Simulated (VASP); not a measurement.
# ZnS (F-43m) in VASP: settings compared

ZnS is run at these levels: PBE, PBEsol, LDA, r2SCAN; tasks: relaxation of cell and atoms, relaxation of the atoms.

All numbers are computed with VASP 6.6.1; they aren't measurements. Logs are shortened: lines on timing, memory, paths and dates and some standing lists are left out, and cuts for length are marked.

## (1) The cell of the first run

The structure is cubic, space group F-43m (No. 216). Conventional cell: a = 5.404 Å, b = 5.404 Å, c = 5.404 Å, α = 90.00°, β = 90.00°, γ = 90.00°. Zn (site symmetry -43m) has 4 S at 2.34 Å within 3.1 Å. S (site symmetry -43m) has 4 Zn at 2.34 Å within 3.1 Å.

## (2) Relaxation of cell and atoms, PBE

INCAR

```
PREC = Accurate
ENCUT = 600
EDIFF = 1E-6
ISMEAR = -1
SIGMA = 0.02
LREAL = F
LASPH = T
NELM = 60
ALGO = Normal
ISIF = 3
LWAVE = F
LCHARG = F
GGA = PE
IBRION = 2
NSW = 80
EDIFFG = -0.01
```

KPOINTS

```
regular mesh
0
Gamma
  8 8 8
```

POSCAR

```
ZnS
1.0
    0.0000000000      2.7020000000      2.7020000000
    2.7020000000      0.0000000000      2.7020000000
    2.7020000000      2.7020000000      0.0000000000
Zn S
1 1
Direct
    0.2500000000      0.2500000000      0.2500000000
    0.0000000000      0.0000000000      0.0000000000
```

Potentials or basis: VASP PAW PBE potentials, release 64 (Zn, S).

On the command line:

```bash
cat potpaw_PBE.64/Zn/POTCAR potpaw_PBE.64/S/POTCAR > POTCAR
mpirun -np 1 vasp_std > vasp.out
```

OUTCAR:

```text
PREC = Accurate
   ENCUT = 600
   EDIFF = 1E-6
   ISMEAR = -1
   LREAL = F
   LASPH = T
   NELM = 60
   ISIF = 3
   GGA = PE
   IBRION = 2
   NSW = 80
   EDIFFG = -0.01

 ion  position               nearest neighbor table
   1  0.250  0.250  0.250-   2 2.34   2 2.34   2 2.34   2 2.34
   2  0.000  0.000  0.000-   1 2.34   1 2.34   1 2.34   1 2.34

  LATTYP: Found a face centered cubic cell.
 ALAT       =     5.4040000000

  Lattice vectors:

 A1 = (   0.0000000000,   2.7020000000,   2.7020000000)
 A2 = (   2.7020000000,   0.0000000000,   2.7020000000)
 A3 = (   2.7020000000,   2.7020000000,   0.0000000000)

Analysis of symmetry for initial positions (statically):
=====================================================================
 Subroutine PRICEL returns:
 Original cell was already a primitive cell.

 Routine SETGRP: Setting up the symmetry group for a
 face centered cubic supercell.

 Subroutine GETGRP returns: Found 24 space group operations
 (whereof 24 operations were pure point group operations)
 out of a pool of 48 trial point group operations.

The static configuration has the point symmetry T_d .

Analysis of symmetry for dynamics (positions and initial velocities):
=====================================================================
 Subroutine PRICEL returns:
 Original cell was already a primitive cell.

 Routine SETGRP: Setting up the symmetry group for a
 face centered cubic supercell.

 Subroutine GETGRP returns: Found 24 space group operations
 (whereof 24 operations were pure point group operations)
 out of a pool of 48 trial point group operations.

The dynamic configuration has the point symmetry T_d .

 Subroutine INISYM returns: Found 24 space group operations
 (whereof 24 operations are pure point group operations),
 and found     1 'primitive' translations

----------------------------------------------------------------------------------------

                                     Primitive cell

  volume of cell :      39.4535

  direct lattice vectors                    reciprocal lattice vectors
     0.000000000  2.702000000  2.702000000    -0.185048113  0.185048113  0.185048113
     2.702000000  0.000000000  2.702000000     0.185048113 -0.185048113  0.185048113
     2.702000000  2.702000000  0.000000000     0.185048113  0.185048113 -0.185048113

  length of vectors
     3.821205046  3.821205046  3.821205046     0.320512733  0.320512733  0.320512733

  position of ions in fractional coordinates (direct lattice)
     0.250000000  0.250000000  0.250000000
     0.000000000  0.000000000  0.000000000

  ion indices of the primitive-cell ions
   primitive index   ion index
                 1           1
                 2           2

----------------------------------------------------------------------------------------

 KPOINTS: regular mesh

Automatic generation of k-mesh.
 Grid dimensions read from file:
 generate k-points for:    8    8    8

 Generating k-lattice:

  Cartesian coordinates                     Fractional coordinates (reciprocal lattice)
    -0.023131014  0.023131014  0.023131014     0.125000000  0.000000000  0.000000000
     0.023131014 -0.023131014  0.023131014     0.000000000  0.125000000  0.000000000
     0.023131014  0.023131014 -0.023131014     0.000000000  0.000000000  0.125000000

  Length of vectors
     0.040064092  0.040064092  0.040064092

  Shift w.r.t. Gamma in fractional coordinates (k-lattice)
     0.000000000  0.000000000  0.000000000

 Subroutine IBZKPT returns following result:
 ===========================================

 Found     29 irreducible k-points:

 Following reciprocal coordinates:
            Coordinates               Weight
  0.000000  0.000000  0.000000      1.000000
  0.125000  0.000000  0.000000      8.000000
  0.250000  0.000000  0.000000      8.000000
  0.375000  0.000000  0.000000      8.000000
  0.500000  0.000000  0.000000      4.000000
  0.125000  0.125000  0.000000      6.000000
[... 16 lines left out ...]
  0.500000  0.250000  0.125000     48.000000
 -0.375000  0.250000  0.125000     24.000000
 [... further k-points ...]
   k-points           NKPTS =     29   k-points in BZ     NKDIM =     29   number of bands    NBANDS=     13
   number of dos      NEDOS =    301   number of ions     NIONS =      2
   total plane-waves  NPLWV =  32768
   dimension x,y,z NGX =    32 NGY =   32 NGZ =   32
   dimension x,y,z NGXF=    64 NGYF=   64 NGZF=   64
   ions per type =               1   1
   NGX,Y,Z   is equivalent  to a cutoff of  13.92, 13.92, 13.92 a.u.
   NGXF,Y,Z  is equivalent  to a cutoff of  27.84, 27.84, 27.84 a.u.
 SYSTEM =  unknown system
   PREC   = accura    normal or accurate (medium, high low for compatibility)
   ISTART =      0    job   : 0-new  1-cont  2-samecut
   ICHARG =      2    charge: 1-file 2-atom 10-const
   ISPIN  =      1    spin polarized calculation?
   LNONCOLLINEAR =      F non collinear calculations
   LSORBIT =      F    spin-orbit coupling
   LASPH  =      T    aspherical Exc in radial PAW
   ENCUT  =  600.0 eV  44.10 Ry    6.64 a.u.   7.63  7.63  7.63*2*pi/ulx,y,z
   NELM   =     60;   NELMIN=  2; NELMDL= -5     # of ELM steps
   EDIFF  = 0.1E-05   stopping-criterion for ELM
   LREAL  =      F    real-space projection
   EDIFFG = -.1E-01   stopping-criterion for IOM
   NSW    =     80    number of steps for IOM
   IBRION =      2    ionic relax: 0-MD 1-quasi-New 2-CG
   NFREE  =      1    steps in history (QN), initial steepest desc. (CG)
   ISIF   =      3    stress and relaxation
   ISYM   =      2    0-nonsym 1-usesym 2-fastsym
   POTIM  = 0.5000    time-step for ionic-motion
   TEBEG  =    0.0;   TEEND  =   0.0 temperature during run
   PSTRESS=    0.0 pullay stress
   NELECT =      18.0000    total number of electrons
   NUPDOWN=      -1.0000    fix difference up-down
   EMIN   =  10.00;   EMAX   =-10.00  energy-range for DOS
   EFERMI =   0.00;   METHOD = LEGACY
   ISMEAR =    -1;   SIGMA  =   0.02  broadening in eV -4-tet -1-fermi 0-gaus
   EFERMI_NEDOS =   21; number of points for ismear=-14 and -15
   IALGO  =     38    algorithm
   IMIX   =      4    mixing-type and parameters
     AMIX     =   0.40;   BMIX     =  1.00
     AMIX_MAG =   1.60;   BMIX_MAG =  1.00
  volume/ion in A,a.u.               =      19.73       133.12
  Fermi-wavevector in a.u.,A,eV,Ry     =   1.260290  2.381602 21.610537  1.588330
  Thomas-Fermi vector in A             =   2.393807
   LORBIT       =      0    0 simple, 1 ext, 2 COOP (PROOUT), +10 PAW based schemes
   GGA     = PE    functional components
   LHFCALC =     F    Hartree Fock is set to
   AEXX    =    0.0000 exact exchange contribution
   IVDW    =     0    specifies the selected vdW correction
   LEPSILON=     F    determine dielectric tensor
   LRPA    =     F    only Hartree local field effects (RPA)
 conjugate gradient relaxation of ions
 non-spin polarized calculation
  energy-cutoff  :      600.00
  volume of cell :       39.45
 maximum number of plane-waves:      1363
 NGX is ok and might be reduce to    32
   NGX = 15   NGY = 15   NGZ = 15

--------------------------------------- Ionic step        1  -------------------------------------------

 number of electron      17.9999998 magnetization

 Free energy of the ion-electron system (eV)
  ---------------------------------------------------
  ext. energy  EPLUGINS =         0.00000000
  ---------------------------------------------------
  free energy    TOTEN  =        -6.84707379 eV

  energy without entropy =       -6.84707379  energy(sigma->0) =       -6.84707379

------------------------ aborting loop because EDIFF is reached ----------------------------------------

  FORCE on cell =-STRESS in cart. coord.  units (eV):
  Direction    XX          YY          ZZ          XY          YZ          ZX
  --------------------------------------------------------------------------------------
  -------------------------------------------------------------------------------------
  Total        0.4400808      0.4400808      0.4400808      0.0000000     -0.0000000      0.0000000
  in kB       17.8713345     17.8713345     17.8713345      0.0000000     -0.0000000      0.0000000
  external PRESSURE =      17.8713345 kB  Pullay stress =       0.0000000 kB
[... 57 lines left out ...]
  energy  without entropy=       -6.8516779373  energy(sigma->0) =       -6.85167794

--------------------------------------- Ionic step        3  -------------------------------------------

 number of electron      18.0000010 magnetization

 Free energy of the ion-electron system (eV)
  ---------------------------------------------------
  ext. energy  EPLUGINS =         0.00000000
  ---------------------------------------------------
  free energy    TOTEN  =        -6.85219989 eV

  energy without entropy =       -6.85219989  energy(sigma->0) =       -6.85219989

 E-fermi :   2.3038     XC(G=0):  -9.5182

 val. band max:        1.8872962774   @ k =   0.0000   0.0000   0.0000
 cond. band min:       3.8985051935   @ k =   0.0000   0.0000   0.0000
 fundamental gap:      2.0112089160
 Fermi energy:         2.3037855134

 k-point     1 :       0.0000    0.0000    0.0000
  band No.  band energies     occupation
      1     -11.0895      2.00000
      2      -4.3601      2.00000
      3      -4.3601      2.00000
      4      -4.3601      2.00000
      5      -3.8897      2.00000
      6      -3.8897      2.00000
      7       1.8873      2.00000
      8       1.8873      2.00000
      9       1.8873      2.00000
     10       3.8985      0.00000
     11       8.2991      0.00000
     12       8.2991      0.00000
     13       8.2991      0.00000
[... 353 lines left out ...]
 k-point    24 :      -0.3750    0.2500    0.1250
  band No.  band energies     occupation
      1     -10.0603      2.00000
      2      -4.2362      2.00000
      3      -4.1840      2.00000
      4      -3.9367      2.00000
      5      -3.8774      2.00000
      6      -3.6321      2.00000
      7      -2.8597      2.00000
      8      -0.3796      2.00000
      9       0.4859      2.00000
     10       6.6776      0.00000
     11       7.8752      0.00000
     12       9.6809      0.00000
     13      10.8804      0.00000

 [... further k-points ...]
[... 5 lines left out ...]
  --------------------------------------------------------------------------------------
  -------------------------------------------------------------------------------------
  Total        0.0139817      0.0139817      0.0139817     -0.0000000      0.0000000     -0.0000000
  in kB        0.5544275      0.5544275      0.5544275     -0.0000000      0.0000000     -0.0000000
  external PRESSURE =       0.5544275 kB  Pullay stress =       0.0000000 kB
[... 17 lines left out ...]
  FREE ENERGIE OF THE ION-ELECTRON SYSTEM (eV)
  ---------------------------------------------------
  free  energy   TOTEN  =        -6.8521998893 eV

  energy  without entropy=       -6.8521998893  energy(sigma->0) =       -6.85219989

 reached required accuracy - stopping structural energy minimisation
```

Run time: 16 s. Hardware: 1 thread of Intel Xeon 6975P-C (Granite Rapids), shared host; peak memory 0.18 GiB.

Results:

* Free energy: -6.8522 eV
* Relaxed volume: 20.20 Å³/atom
* Relaxed cell: a = 3.852 Å, b = 3.852 Å, c = 3.852 Å, α = 60.00°, β = 60.00°, γ = 60.00°
* Space group after relaxing (to 0.1 Å): F-43m (No. 216)
* Energy gained by relaxing: 2.6 meV/atom
* Ionic steps: 3
* Pressure after relaxing: 0.1 GPa
* Band gap on the k mesh: 2.01 eV

The path:
```csv
step,energy change (eV),largest force (eV/Å),pressure (GPa),volume (Å³)
1,0.0000,0.0000,1.79,39.45
2,-0.0046,0.0000,-0.52,40.72
3,-0.0051,0.0000,0.06,40.40
```

Final structure:
```
Zn S
1.0
     0.00000    2.72353    2.72353
     2.72353    0.00000    2.72353
     2.72353    2.72353    0.00000
Zn S
1 1
Direct
  0.25000 0.25000 0.25000
  0.00000 0.00000 0.00000
```

Levels at points of the mesh, in eV from the valence-band top:
| k point | band 6 | band 7 | band 8 | band 9 | band 10 | band 11 | band 12 | band 13 |
| --- | --- | --- | --- | --- | --- | --- | --- | --- |
| (0.00, 0.00, 0.00) | -5.78 | 0.00 | 0.00 | 0.00 | 2.01 | 6.41 | 6.41 | 6.41 |
| (0.50, 0.00, 0.00) | -5.58 | -5.14 | -0.83 | -0.83 | 3.26 | 6.94 | 6.94 | 8.79 |
| (0.50, 0.50, 0.00) | -5.57 | -4.47 | -2.13 | -2.13 | 3.46 | 4.07 | 10.81 | 11.81 |

## (3) Relaxation of cell and atoms, PBEsol

INCAR

```
ALGO     = Normal         # electronic algorithm
EDIFF    = 1E-6           # SCF threshold, eV
EDIFFG   = -0.01          # ionic threshold
ENCUT    = 600            # plane-wave cutoff, eV
GGA      = PS             # functional
IBRION   = 2              # ionic algorithm
ISIF     = 3              # what is computed and relaxed
ISMEAR   = -1             # smearing method
LASPH    = T              # aspherical terms in the spheres
LCHARG   = F              # write CHGCAR
LREAL    = F              # projectors in reciprocal space
LWAVE    = F              # write WAVECAR
NELM     = 60             # most SCF steps
NSW      = 80             # ionic steps
PREC     = Accurate       # precision mode
SIGMA    = 0.02           # smearing width, eV
```

KPOINTS

```
k-points
0
Gamma
  8 8 8
```

POSCAR is that of step 2.

Potentials or basis: VASP PAW PBE potentials, release 64 (Zn, S).

On the command line:

```bash
cat potpaw_PBE.64/Zn/POTCAR potpaw_PBE.64/S/POTCAR > POTCAR
mpirun -np 1 vasp_std > vasp.out
```

Run time: 15 s. Hardware: 1 thread of Intel Xeon 6975P-C (Granite Rapids), shared host; peak memory 0.19 GiB.

It converged, with:

| Quantity | Value |
| --- | --- |
| Free energy | -7.5890 eV |
| Relaxed volume | 19.26 Å³/atom |
| Relaxed cell | a = 3.791 Å, b = 3.791 Å, c = 3.791 Å, α = 60.00°, β = 60.00°, γ = 60.00° |
| Space group after relaxing (to 0.1 Å) | F-43m (No. 216) |
| Energy gained by relaxing | 2.7 meV/atom |
| Ionic steps | 3 |
| Pressure after relaxing | 0.0 GPa |
| Band gap on the k mesh | 2.08 eV |

Step by step:
```tsv
step	energy change (eV)	largest force (eV/Å)	pressure (GPa)	volume (Å³)
1	0.0000	0.0000	-1.72	39.45
2	-0.0049	0.0000	0.58	38.26
3	-0.0053	0.0000	-0.03	38.51
```

Final structure:
```xyz
2
Lattice="0.0000 2.6803 2.6803 2.6803 0.0000 2.6803 2.6803 2.6803 0.0000" Properties=species:S:1:pos:R:3 pbc="T T T"
Zn    1.3402    1.3402    1.3402
S     0.0000    0.0000    0.0000
```

Levels at points of the mesh, in eV from the valence-band top:
| k point | band 5 | band 6 | band 7 | band 8 | band 9 | band 10 | band 11 | band 12 | band 13 |
| --- | --- | --- | --- | --- | --- | --- | --- | --- | --- |
| (0.00, 0.00, 0.00) | -5.94 | -5.94 | 0.00 | 0.00 | 0.00 | 2.08 | 6.29 | 6.29 | 6.29 |
| (0.50, 0.00, 0.00) | -5.91 | -5.74 | -5.52 | -0.91 | -0.91 | 3.24 | 6.82 | 6.82 | 8.79 |
| (0.50, 0.50, 0.00) | -5.86 | -5.72 | -4.70 | -2.34 | -2.34 | 3.18 | 3.96 | 11.00 | 12.04 |

Caveat: the PAW data sets were made with another functional, which shifts forces and pressure a little.

## (4) Relaxation of cell and atoms, LDA

INCAR

```
  PREC = Accurate
  ENCUT = 600
  EDIFF = 1E-7
  ISMEAR = -1
  SIGMA = 0.02
  LREAL = F
  LASPH = T
  NELM = 100
  ALGO = Normal
  ISIF = 3
  LWAVE = F
  LCHARG = F
  IBRION = 2
  NSW = 80
  EDIFFG = -0.01
```

KPOINTS

```
Automatic mesh
0
Gamma
  8 8 8
```

POSCAR is that of step 3.

Potentials or basis: VASP PAW LDA potentials, release 64 (Zn, S).

On the command line:

```bash
cat potpaw_LDA.64/Zn/POTCAR potpaw_LDA.64/S/POTCAR > POTCAR
mpirun -np 1 vasp_std > vasp.out
```

Run time: 16 s. Hardware: 1 thread of Intel Xeon 6975P-C (Granite Rapids), shared host; peak memory 0.16 GiB.

The run converged. Its results:

```yaml
Free_energy: -8.2083 eV
Relaxed_volume: 18.63 Å³/atom
Relaxed_cell: a = 3.749 Å, b = 3.749 Å, c = 3.749 Å, α = 60.00°, β = 60.00°, γ = 60.00°
Space_group_after_relaxing_to_0.1_Å: F-43m (No. 216)
Energy_gained_by_relaxing: 15.7 meV/atom
Ionic_steps: 3
Pressure_after_relaxing: 0.0 GPa
Band_gap_on_the_k_mesh: 2.15 eV
```

Step by step:
| step | energy change (eV) | largest force (eV/Å) | pressure (GPa) | volume (Å³) |
| --- | --- | --- | --- | --- |
| 1 | 0.0000 | 0.0000 | -4.36 | 39.45 |
| 2 | -0.0268 | 0.0000 | 1.92 | 36.47 |
| 3 | -0.0314 | 0.0000 | -0.01 | 37.26 |

Final structure:
```
Zn S
1.0
     0.00000    2.65087    2.65087
     2.65087    0.00000    2.65087
     2.65087    2.65087    0.00000
Zn S
1 1
Direct
  0.25000 0.25000 0.25000
  0.00000 0.00000 0.00000
```

Levels at points of the mesh, in eV from the valence-band top:
```
           k point  band 6  band 7  band 8  band 9  band 10  band 11  band 12  band 13
(0.00, 0.00, 0.00)   -6.19    0.00    0.00    0.00     2.15     6.21     6.21     6.21
(0.50, 0.00, 0.00)   -5.97   -5.76   -0.96   -0.96     3.23     6.76     6.76     8.84
(0.50, 0.50, 0.00)   -5.95   -4.90   -2.46   -2.46     3.06     3.89    11.14    12.18
```

## (5) Relaxation of cell and atoms, r2SCAN

POSCAR is that of step 4.

INCAR.step1

```
PREC = Accurate
ENCUT = 600
ISMEAR = -1
SIGMA = 0.02
LREAL = False
LASPH = True
NELM = 100
GGA = PE
ALGO = Normal
EDIFF = 1E-4
LWAVE = True
LCHARG = False
```

INCAR.step2

```
PREC = Accurate
ENCUT = 600
EDIFF = 1E-7
ISMEAR = -1
SIGMA = 0.02
LREAL = False
LASPH = True
NELM = 100
ALGO = Normal
ISIF = 3
LWAVE = False
LCHARG = False
METAGGA = R2SCAN
LMIXTAU = True
IBRION = 2
NSW = 80
EDIFFG = -0.01
ISTART = 1
```

KPOINTS

```
regular mesh
0
Gamma
  8 8 8
```

Potentials or basis: VASP PAW PBE potentials, release 64 (Zn, S).

On the command line:

```bash
cat potpaw_PBE.64/Zn/POTCAR potpaw_PBE.64/S/POTCAR > POTCAR
cp INCAR.step1 INCAR
mpirun -np 1 vasp_std > vasp.out
cp INCAR.step2 INCAR
mpirun -np 1 vasp_std > vasp.out
```

It took 72 s on 1 thread of Intel Xeon 6975P-C (Granite Rapids), shared host; peak memory 0.2 GiB.

The run converged. Its results:

```yaml
Free_energy: -18.8680 eV
Relaxed_volume: 19.55 Å³/atom
Relaxed_cell: a = 3.810 Å, b = 3.810 Å, c = 3.810 Å, α = 60.00°, β = 60.00°, γ = 60.00°
Space_group_after_relaxing_to_0.1_Å: F-43m (No. 216)
Energy_gained_by_relaxing: 0.4 meV/atom
Ionic_steps: 3
Pressure_after_relaxing: 0.1 GPa
Band_gap_on_the_k_mesh: 2.72 eV
```

Step by step:
```tsv
step	energy change (eV)	largest force (eV/Å)	pressure (GPa)	volume (Å³)
1	0.0000	0.0000	-0.62	39.45
2	-0.0007	0.0000	0.24	39.02
3	-0.0008	0.0000	0.07	39.10
```

Final structure:
```
Zn S
1.0
     0.00000    2.69393    2.69393
     2.69393    0.00000    2.69393
     2.69393    2.69393    0.00000
Zn S
1 1
Direct
  0.25000 0.25000 0.25000
  0.00000 0.00000 0.00000
```

Levels at points of the mesh, in eV from the valence-band top:
```csv
k point,band 7,band 8,band 9,band 10,band 11,band 12
"(0.00, 0.00, 0.00)",0.00,0.00,0.00,2.72,6.90,6.90
"(0.50, 0.00, 0.00)",-5.46,-0.90,-0.90,3.83,7.39,7.39
"(0.50, 0.50, 0.00)",-4.65,-2.31,-2.31,3.71,4.48,11.83
```

Caveat: the PAW data sets were made with another functional, which shifts forces and pressure a little. r2SCAN opens gaps a little over a GGA but as a rule still falls short of measured ones.

(Continued in part 2 of 2.)
